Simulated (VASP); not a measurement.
Here is a VASP 6.6.1 calculation.

File INCAR:

```
PREC     = Accurate       # precision mode
ENCUT    = 520            # plane-wave cutoff, eV
EDIFF    = 1E-6           # SCF threshold, eV
ISMEAR   = 0              # smearing method
SIGMA    = 0.15           # smearing width, eV
LREAL    = F              # projectors in reciprocal space
LASPH    = T              # aspherical terms in the spheres
NELM     = 100            # most SCF steps
ALGO     = Normal         # electronic algorithm
ISIF     = 2              # what is computed and relaxed
LWAVE    = F              # write WAVECAR
LCHARG   = F              # write CHGCAR
GGA      = PS             # functional
NBANDS   = 15             # bands
```

KPOINTS

```
regular mesh
0
Gamma
  24 24 20
```

File POSCAR:

```
TaN
1.0
    2.9239890447      0.0000000000      0.0000000000
   -1.4619945224      2.5322487931      0.0000000000
    0.0000000000      0.0000000000      2.8707276427
Ta N
1 1
Direct
    0.3333333333      0.6666666667      0.5000000000
    0.0000000000      0.0000000000     -0.0174171869
```

Potentials or basis: VASP PAW PBE potentials, release 64 (Ta_pv, N).

The run is started by

```sh
$ cat potpaw_PBE.64/Ta_pv/POTCAR potpaw_PBE.64/N/POTCAR > POTCAR
$ mpirun -np 1 vasp_std > vasp.out
```

Task: Predict the largest force.

Result: 0.745 eV/Å.

Task: What does it give for the band gap on the k mesh?

Result: Zero (bands 8 and 9 overlap by 0.51 eV).

Task: What does it give for the pressure?

Result: 1.4 GPa.

Stress tensor (GPa, compression positive):
```
1.27 0.00 0.00
0.00 1.27 0.00
0.00 0.00 1.67
```

Caveat: the cell differs from its parent crystal (all N atoms moved +0.050 Å, as atom 2 towards its neighbour atom 2 (N) at 2.871 Å); the PAW data sets were made with another functional, which shifts forces and pressure a little; spin-orbit coupling is left out, which moves the levels of the heavy elements.
